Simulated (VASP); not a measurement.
ZrC: electric field gradients with PBE

The system is ZrC.

```
Zr C
1.0
     0.00000    2.35021    2.35021
     2.35021    0.00000    2.35021
     2.35021    2.35021    0.00000
Zr C
1 1
Cartesian
  2.3502 2.3502 2.3502
  0.0566 0.0566 0.0000
```

This cell differs from its parent crystal: atom 2 (C) moved by [0.056569, 0.056569, 0.0] A.

| Quantity | Value |
| --- | --- |
| Program | VASP 6.6.1 |
| Task | electric field gradients |
| Functional | PBE |
| Potentials or basis | VASP PAW PBE potentials, release 64 (Zr_sv, C) |
| Cutoff | 520 eV |
| k mesh | 15 × 15 × 15 |
| Occupations | fermi-dirac, width 0.05 eV |
| Spin | no spin polarisation |
| Dipole correction | no |
| Further INCAR settings | ALGO = Normal; EDIFF = 1e-08; NBANDS = 15 |

* Pressure: 1.9 GPa
* Largest force: 0.536 eV/Å
* Band gap on the k mesh: zero (bands 8 and 9 overlap by 1.01 eV)
* Largest electric field gradient by atom: Zr -5.2; C -1.2 V/Å²

Forces on the atoms (eV/Å):
```
Zr   0.379  0.379  0.000
C   -0.379 -0.379  0.000
```

Stress tensor (GPa, compression positive):
```
 2.21 -0.39  0.00
-0.39  2.21  0.00
 0.00  0.00  1.34
```

Levels at points of the mesh, in eV from the Fermi level:
```tsv
k point	band 4	band 5	band 6	band 7	band 8	band 9	band 10	band 11	band 12	band 13
(0.00, 0.00, 0.00)	-25.84	-11.33	0.50	0.52	0.77	1.06	1.45	1.47	2.85	2.96
```

Electric field gradients, principal values (V/Å²):
| atom | least | middle | greatest (by size) |
| --- | --- | --- | --- |
| 1 Zr | 2.082 | 3.093 | -5.176 |
| 2 C | 0.528 | 0.700 | -1.228 |

Wall time 2.8 min on 1 thread of AMD EPYC 9R45 96-Core Processor (Zen 5) (shared host), peak memory 0.29 GiB.

Caveat: the cell differs from its parent crystal (atom 2 (C) moved by [0.056569, 0.056569, 0.0] A); without QUAD_EFG the Cq values of the log hold for a quadrupole moment of 1 mb, not for the nuclei.
